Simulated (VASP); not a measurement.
# Au (Fm-3m) in VASP: notebook, part 2 of 2

VASP 6.6.1. Earlier steps stand in the parts before.

**3. Relaxation of cell and atoms, LDA**

This run uses another cell than the first one, of 17.97 Å³/atom, 1.084 times its volume.

File INCAR:

```
SYSTEM = Au
ALGO     = Normal         ! electronic algorithm
EDIFF    = 1E-6           ! SCF threshold, eV
EDIFFG   = -0.005         ! ionic threshold
ENCUT    = 600            ! plane-wave cutoff, eV
IBRION   = 2              ! ionic algorithm
ISIF     = 3              ! what is computed and relaxed
ISMEAR   = 0              ! smearing method
LASPH    = .TRUE.         ! aspherical terms in the spheres
LCHARG   = .FALSE.        ! write CHGCAR
LREAL    = .FALSE.        ! projectors in reciprocal space
LWAVE    = .FALSE.        ! write WAVECAR
NELM     = 80             ! most SCF steps
NSW      = 70             ! ionic steps
PREC     = Accurate       ! precision mode
SIGMA    = 0.1            ! smearing width, eV
```

File KPOINTS:

```
k-points
0
G
  18 18 18
  0 0 0
```

File POSCAR:

```
Au
1.0
    0.0000000000      2.0790566373      2.0790566373
    2.0790566373      0.0000000000      2.0790566373
    2.0790566373      2.0790566373      0.0000000000
Au
1
Direct
    0.0000000000      0.0000000000      0.0000000000
```

Potentials or basis: VASP PAW LDA potentials, release 64 (Au).

Started as:

```console
cat potpaw_LDA.64/Au/POTCAR > POTCAR
mpirun -np 1 vasp_std > vasp.out
```

OUTCAR:

```text
SYSTEM = Au
   EDIFF = 1E-6
   EDIFFG = -0.005
   ENCUT = 600
   IBRION = 2
   ISIF = 3
   ISMEAR = 0
   LASPH = .TRUE.
   LREAL = .FALSE.
   NELM = 80
   NSW = 70
   PREC = Accurate

 ion  position               nearest neighbor table
   1  0.000  0.000  0.000-

  LATTYP: Found a face centered cubic cell.
 ALAT       =     4.1581132746

  Lattice vectors:

 A1 = (   0.0000000000,   2.0790566373,   2.0790566373)
 A2 = (   2.0790566373,   0.0000000000,   2.0790566373)
 A3 = (   2.0790566373,   2.0790566373,   0.0000000000)

Analysis of symmetry for initial positions (statically):
=====================================================================
 Subroutine PRICEL returns:
 Original cell was already a primitive cell.

 Routine SETGRP: Setting up the symmetry group for a
 face centered cubic supercell.

 Subroutine GETGRP returns: Found 48 space group operations
 (whereof 48 operations were pure point group operations)
 out of a pool of 48 trial point group operations.

The static configuration has the point symmetry O_h .

Analysis of symmetry for dynamics (positions and initial velocities):
=====================================================================
 Subroutine PRICEL returns:
 Original cell was already a primitive cell.

 Routine SETGRP: Setting up the symmetry group for a
 face centered cubic supercell.

 Subroutine GETGRP returns: Found 48 space group operations
 (whereof 48 operations were pure point group operations)
 out of a pool of 48 trial point group operations.

The dynamic configuration has the point symmetry O_h .

 Subroutine INISYM returns: Found 48 space group operations
 (whereof 48 operations are pure point group operations),
 and found     1 'primitive' translations

----------------------------------------------------------------------------------------

                                     Primitive cell

  volume of cell :      17.9733

  direct lattice vectors                    reciprocal lattice vectors
     0.000000000  2.079056637  2.079056637    -0.240493689  0.240493689  0.240493689
     2.079056637  0.000000000  2.079056637     0.240493689 -0.240493689  0.240493689
     2.079056637  2.079056637  0.000000000     0.240493689  0.240493689 -0.240493689

  length of vectors
     2.940230093  2.940230093  2.940230093     0.416547288  0.416547288  0.416547288

  position of ions in fractional coordinates (direct lattice)
     0.000000000  0.000000000  0.000000000

  ion indices of the primitive-cell ions
   primitive index   ion index
                 1           1

----------------------------------------------------------------------------------------

 KPOINTS: k-points

Automatic generation of k-mesh.
 Grid dimensions read from file:
 generate k-points for:   18   18   18

 Generating k-lattice:

  Cartesian coordinates                     Fractional coordinates (reciprocal lattice)
    -0.013360760  0.013360760  0.013360760     0.055555556  0.000000000  0.000000000
     0.013360760 -0.013360760  0.013360760     0.000000000  0.055555556  0.000000000
     0.013360760  0.013360760 -0.013360760     0.000000000  0.000000000  0.055555556

  Length of vectors
     0.023141516  0.023141516  0.023141516

  Shift w.r.t. Gamma in fractional coordinates (k-lattice)
     0.000000000  0.000000000  0.000000000

 Subroutine IBZKPT returns following result:
 ===========================================

 Found    195 irreducible k-points:

 Following reciprocal coordinates:
            Coordinates               Weight
  0.000000  0.000000  0.000000      1.000000
  0.055556  0.000000  0.000000      8.000000
  0.111111  0.000000  0.000000      8.000000
  0.166667  0.000000  0.000000      8.000000
  0.222222  0.000000  0.000000      8.000000
  0.277778  0.000000  0.000000      8.000000
[... 16 lines left out ...]
 -0.277778  0.055556  0.000000     24.000000
 -0.222222  0.055556  0.000000     24.000000
 [... further k-points ...]
   k-points           NKPTS =    195   k-points in BZ     NKDIM =    195   number of bands    NBANDS=      9
   number of dos      NEDOS =    301   number of ions     NIONS =      1
   total plane-waves  NPLWV =  13824
   dimension x,y,z NGX =    24 NGY =   24 NGZ =   24
   dimension x,y,z NGXF=    48 NGYF=   48 NGZF=   48
   ions per type =               1
   NGX,Y,Z   is equivalent  to a cutoff of  13.57, 13.57, 13.57 a.u.
   NGXF,Y,Z  is equivalent  to a cutoff of  27.14, 27.14, 27.14 a.u.
 SYSTEM =  Au
   PREC   = accura    normal or accurate (medium, high low for compatibility)
   ISTART =      0    job   : 0-new  1-cont  2-samecut
   ICHARG =      2    charge: 1-file 2-atom 10-const
   ISPIN  =      1    spin polarized calculation?
   LNONCOLLINEAR =      F non collinear calculations
   LSORBIT =      F    spin-orbit coupling
   LASPH  =      T    aspherical Exc in radial PAW
   ENCUT  =  600.0 eV  44.10 Ry    6.64 a.u.   5.87  5.87  5.87*2*pi/ulx,y,z
   NELM   =     80;   NELMIN=  2; NELMDL= -5     # of ELM steps
   EDIFF  = 0.1E-05   stopping-criterion for ELM
   LREAL  =      F    real-space projection
   EDIFFG = -.5E-02   stopping-criterion for IOM
   NSW    =     70    number of steps for IOM
   IBRION =      2    ionic relax: 0-MD 1-quasi-New 2-CG
   NFREE  =      1    steps in history (QN), initial steepest desc. (CG)
   ISIF   =      3    stress and relaxation
   ISYM   =      2    0-nonsym 1-usesym 2-fastsym
   POTIM  = 0.5000    time-step for ionic-motion
   TEBEG  =    0.0;   TEEND  =   0.0 temperature during run
   PSTRESS=    0.0 pullay stress
   NELECT =      11.0000    total number of electrons
   NUPDOWN=      -1.0000    fix difference up-down
   EMIN   =  10.00;   EMAX   =-10.00  energy-range for DOS
   EFERMI =   0.00;   METHOD = LEGACY
   ISMEAR =     0;   SIGMA  =   0.10  broadening in eV -4-tet -1-fermi 0-gaus
   EFERMI_NEDOS =   21; number of points for ismear=-14 and -15
   IALGO  =     38    algorithm
   IMIX   =      4    mixing-type and parameters
     AMIX     =   0.40;   BMIX     =  1.00
     AMIX_MAG =   1.60;   BMIX_MAG =  1.00
  volume/ion in A,a.u.               =      17.97       121.29
  Fermi-wavevector in a.u.,A,eV,Ry     =   1.389940  2.626606 26.285549  1.931933
  Thomas-Fermi vector in A             =   2.513923
   LORBIT       =      0    0 simple, 1 ext, 2 COOP (PROOUT), +10 PAW based schemes
   GGA     = CA    functional components
   LHFCALC =     F    Hartree Fock is set to
   AEXX    =    0.0000 exact exchange contribution
   IVDW    =     0    specifies the selected vdW correction
   LEPSILON=     F    determine dielectric tensor
   LRPA    =     F    only Hartree local field effects (RPA)
 conjugate gradient relaxation of ions
 non-spin polarized calculation
 Gauss-broadening in eV      SIGMA  =   0.10
  energy-cutoff  :      600.00
  volume of cell :       17.97
 maximum number of plane-waves:       612
   NGX = 11   NGY = 11   NGZ = 11

--------------------------------------- Ionic step        1  -------------------------------------------

 number of electron      11.0000001 magnetization

 Free energy of the ion-electron system (eV)
  ---------------------------------------------------
  ext. energy  EPLUGINS =         0.00000000
  ---------------------------------------------------
  free energy    TOTEN  =        -4.39203560 eV

  energy without entropy =       -4.39073857  energy(sigma->0) =       -4.39138709

------------------------ aborting loop because EDIFF is reached ----------------------------------------

  FORCE on cell =-STRESS in cart. coord.  units (eV):
  Direction    XX          YY          ZZ          XY          YZ          ZX
  --------------------------------------------------------------------------------------
  -------------------------------------------------------------------------------------
  Total       -1.3438461     -1.3438461     -1.3438461     -0.0000000     -0.0000000      0.0000000
  in kB     -119.7929246   -119.7929246   -119.7929246     -0.0000000     -0.0000000      0.0000000
  external PRESSURE =    -119.7929246 kB  Pullay stress =       0.0000000 kB
[... 22 lines left out ...]
--------------------------------------- Ionic step        2  -------------------------------------------

 number of electron      10.9999999 magnetization

 E-fermi :  12.0646     XC(G=0): -13.8534

 val. band max:       12.0556031123   @ k =   0.5000   0.1111   0.0000
 cond. band min:      12.0773860748   @ k =   0.5000   0.3333   0.1667
 fundamental gap:      0.0217829625
 Fermi energy:        12.0645737517

 k-point     1 :       0.0000    0.0000    0.0000
  band No.  band energies     occupation
      1       0.4147      2.00000
      2       6.4023      2.00000
      3       6.4023      2.00000
      4       6.4023      2.00000
      5       8.3920      2.00000
      6       8.3920      2.00000
      7      26.1519      0.00000
      8      30.9747      0.00000
      9      30.9747      0.00000
[... 450 lines left out ...]
--------------------------------------- Ionic step        7  -------------------------------------------

 number of electron      10.9999999 magnetization

 Free energy of the ion-electron system (eV)
  ---------------------------------------------------
  ext. energy  EPLUGINS =         0.00000000
  ---------------------------------------------------
  free energy    TOTEN  =        -4.44622292 eV

  energy without entropy =       -4.44476724  energy(sigma->0) =       -4.44549508

 E-fermi :   9.6718     XC(G=0): -13.1212

 val. band max:        9.6657264297   @ k =   0.4444   0.4444   0.0000
 cond. band min:       9.6842989442   @ k =   0.5000   0.2778   0.1111
 fundamental gap:      0.0185725145
 Fermi energy:         9.6718415748

 k-point     1 :       0.0000    0.0000    0.0000
  band No.  band energies     occupation
      1      -0.4756      2.00000
      2       4.8538      2.00000
      3       4.8538      2.00000
      4       4.8538      2.00000
      5       6.4586      2.00000
      6       6.4586      2.00000
      7      24.1442      0.00000
      8      28.2364      0.00000
      9      28.2364      0.00000
[... 304 lines left out ...]
  FREE ENERGIE OF THE ION-ELECTRON SYSTEM (eV)
  ---------------------------------------------------
  free  energy   TOTEN  =        -4.4462229239 eV

  energy  without entropy=       -4.4447672404  energy(sigma->0) =       -4.44549508

 reached required accuracy - stopping structural energy minimisation
```

Run time: 63 s. Hardware: 1 thread of AMD EPYC 9R45 (Zen 5), shared host; peak memory 0.15 GiB.

What came out:

```
Free energy                            : -4.4462 eV
Relaxed volume                         : 16.64 Å³/atom
Relaxed cell                           : a = 2.866 Å, b = 2.866 Å, c = 2.866 Å, α = 60.00°, β = 60.00°, γ = 60.00°
Space group after relaxing (to 0.05 Å) : Fm-3m (No. 225)
Energy gained by relaxing              : 54.2 meV/atom
Ionic steps                            : 7
Pressure after relaxing                : 0.0 GPa
```

The path:
| step | energy change (eV) | largest force (eV/Å) | pressure (GPa) | volume (Å³) |
| --- | --- | --- | --- | --- |
| 1 | 0.0000 | 0.0000 | -11.98 | 17.97 |
| 2 | 0.1252 | 0.0000 | 33.91 | 14.70 |
| 3 | -0.0541 | 0.0000 | -0.52 | 16.69 |
| 4 | -0.0542 | 0.0000 | -0.14 | 16.65 |
| 5 | -0.0542 | 0.0000 | 0.16 | 16.62 |
| 6 | -0.0542 | 0.0000 | -0.20 | 16.66 |
| 7 | -0.0542 | 0.0000 | -0.02 | 16.64 |

Final structure:
```xyz
1
Lattice="0.0000 2.0263 2.0263 2.0263 0.0000 2.0263 2.0263 2.0263 0.0000" Properties=species:S:1:pos:R:3 pbc="T T T"
Au    0.0000    0.0000    0.0000
```

Levels at points of the mesh, in eV from the Fermi level:
```csv
k point,band 4,band 5,band 6,band 7,band 8,band 9
"(0.00, 0.00, 0.00)",-4.82,-3.21,-3.21,14.47,18.56,18.56
"(0.50, 0.00, 0.00)",-1.95,-1.95,-1.10,3.20,13.93,17.22
"(0.50, 0.50, 0.00)",-1.62,-1.62,0.92,5.96,10.01,10.01
```

Caveat: spin-orbit coupling is left out, which moves the levels of the heavy elements.

**4. Relaxation of cell and atoms, LDA**

This run uses another cell than the first one, of 17.97 Å³/atom, 1.084 times its volume.

INCAR: that of step 3 with these lines changed.

```diff
@@ -2,5 +2,6 @@
 ALGO     = Normal         ! electronic algorithm
-EDIFF    = 1E-6           ! SCF threshold, eV
+EDIFF    = 1E-7           ! SCF threshold, eV
 EDIFFG   = -0.005         ! ionic threshold
-ENCUT    = 600            ! plane-wave cutoff, eV
+ENCUT    = 500            ! plane-wave cutoff, eV
+GGA_COMPAT= .FALSE.      
 IBRION   = 2              ! ionic algorithm
@@ -12,3 +13,4 @@
 LWAVE    = .FALSE.        ! write WAVECAR
-NELM     = 80             ! most SCF steps
+NELM     = 120            ! most SCF steps
+NELMIN   = 4            
 NSW      = 70             ! ionic steps
```

KPOINTS is that of step 3.

POSCAR is that of step 3.

Potentials or basis: VASP PAW LDA potentials, release 64 (Au_sv_GW).

Started as:

```console
cat potpaw_LDA.64/Au_sv_GW/POTCAR > POTCAR
mpirun -np 1 vasp_std > vasp.out
```

OUTCAR:

```text
SYSTEM = Au
   EDIFF = 1E-7
   EDIFFG = -0.005
   ENCUT = 500
   IBRION = 2
   ISIF = 3
   ISMEAR = 0
   LASPH = .TRUE.
   LREAL = .FALSE.
   NELM = 120
   NELMIN = 4
   NSW = 70
   PREC = Accurate

 ion  position               nearest neighbor table
   1  0.000  0.000  0.000-

  LATTYP: Found a face centered cubic cell.
 ALAT       =     4.1581132746

  Lattice vectors:

 A1 = (   0.0000000000,   2.0790566373,   2.0790566373)
 A2 = (   2.0790566373,   0.0000000000,   2.0790566373)
 A3 = (   2.0790566373,   2.0790566373,   0.0000000000)

Analysis of symmetry for initial positions (statically):
=====================================================================
 Subroutine PRICEL returns:
 Original cell was already a primitive cell.

 Routine SETGRP: Setting up the symmetry group for a
 face centered cubic supercell.

[... 219 lines left out ...]
      8       5.8098      2.00000
      9       7.8886      2.00000
     10       7.8886      2.00000
     11      25.6919      0.00000
     12      30.6270      0.00000
     13      30.6270      0.00000
[... 542 lines left out ...]
--------------------------------------- Ionic step        7  -------------------------------------------

 number of electron      18.9999999 magnetization

 Free energy of the ion-electron system (eV)
  ---------------------------------------------------
  ext. energy  EPLUGINS =         0.00000000
  ---------------------------------------------------
  free energy    TOTEN  =        -3.79938441 eV

  energy without entropy =       -3.79793276  energy(sigma->0) =       -3.79865858

 E-fermi :   8.9467     XC(G=0): -13.8361

 val. band max:        8.9393084899   @ k =   0.4444   0.4444   0.0000
 cond. band min:       8.9599862116   @ k =   0.5000   0.2778   0.1111
 fundamental gap:      0.0206777217
 Fermi energy:         8.9466897754

 k-point     1 :       0.0000    0.0000    0.0000
  band No.  band energies     occupation
      1     -96.3145      2.00000
      2     -47.8147      2.00000
      3     -47.8147      2.00000
      4     -47.8147      2.00000
      5      -1.2360      2.00000
      6       4.1002      2.00000
      7       4.1002      2.00000
      8       4.1002      2.00000
      9       5.7125      2.00000
     10       5.7125      2.00000
     11      23.4200      0.00000
     12      27.5106      0.00000
     13      27.5106      0.00000
[... 396 lines left out ...]
  FREE ENERGIE OF THE ION-ELECTRON SYSTEM (eV)
  ---------------------------------------------------
  free  energy   TOTEN  =        -3.7993844099 eV

  energy  without entropy=       -3.7979327584  energy(sigma->0) =       -3.79865858

 reached required accuracy - stopping structural energy minimisation
```

CONTCAR:

```text
Au
   1.00000000000000
    -0.0000000000000000    2.0238831183957067    2.0238831183957067
     2.0238831183957067    0.0000000000000000    2.0238831183957067
     2.0238831183957067    2.0238831183957067   -0.0000000000000000
  Au
     1
Direct
     0.0000000000000000    0.0000000000000000    0.0000000000000000

  0.00000000E+00  0.00000000E+00  0.00000000E+00
```

It took 2.5 min on 1 thread of Intel Xeon Platinum 8488C (Sapphire Rapids), shared host; peak memory 0.19 GiB.

What came out:

```yaml
Free_energy: -3.7994 eV
Relaxed_volume: 16.58 Å³/atom
Relaxed_cell: a = 2.862 Å, b = 2.862 Å, c = 2.862 Å, α = 60.00°, β = 60.00°, γ = 60.00°
Space_group_after_relaxing_to_0.05_Å: Fm-3m (No. 225)
Energy_gained_by_relaxing: 63.9 meV/atom
Ionic_steps: 7
Pressure_after_relaxing: 0.0 GPa
```

Step by step:
| step | energy change (eV) | largest force (eV/Å) | pressure (GPa) | volume (Å³) |
| --- | --- | --- | --- | --- |
| 1 | 0.0000 | 0.0000 | -13.53 | 17.97 |
| 2 | 0.2088 | 0.0000 | 44.75 | 14.31 |
| 3 | -0.0638 | 0.0000 | -0.73 | 16.64 |
| 4 | -0.0639 | 0.0000 | -0.17 | 16.59 |
| 5 | -0.0639 | 0.0000 | 0.17 | 16.57 |
| 6 | -0.0639 | 0.0000 | -0.28 | 16.60 |
| 7 | -0.0639 | 0.0000 | 0.00 | 16.58 |

Final structure:
```
Au
1.0
     0.00000    2.02388    2.02388
     2.02388    0.00000    2.02388
     2.02388    2.02388    0.00000
Au
1
Cartesian
  0.0000 0.0000 0.0000
```

Caveat: spin-orbit coupling is left out, which moves the levels of the heavy elements. LDA usually gives volumes a few per cent too small.

**5. Overview**

| task | potentials or basis | cell | cutoff (eV) | second run | gap on the mesh (eV) | pressure (GPa) | relaxed volume (Å³/atom) |
| --- | --- | --- | --- | --- | --- | --- | --- |
| single point | VASP PAW LDA potentials, release 64 (Au) | a = 2.863 Å, angles 60.0°, 1 atom | 520 | - | none | 0.5 | - |
| relaxation of cell and atoms | VASP PAW LDA potentials, release 64 (Au) | relaxed from a = 2.940 Å, angles 60.0°, 1 atom | 600 | - | none | 0.0 | 16.64 |
| relaxation of cell and atoms | VASP PAW LDA potentials, release 64 (Au_sv_GW) | relaxed from a = 2.940 Å, angles 60.0°, 1 atom | 500 | valence_matched | none | 0.0 | 16.58 |

Alike in all rows: level LDA; no spin polarisation; k mesh 18 × 18 × 18; smearing gaussian 0.1 eV.

Caveats: spin-orbit coupling is left out, which moves the levels of the heavy elements.

Total energies depend on the potentials used, so only differences within one code and one set of settings carry meaning.
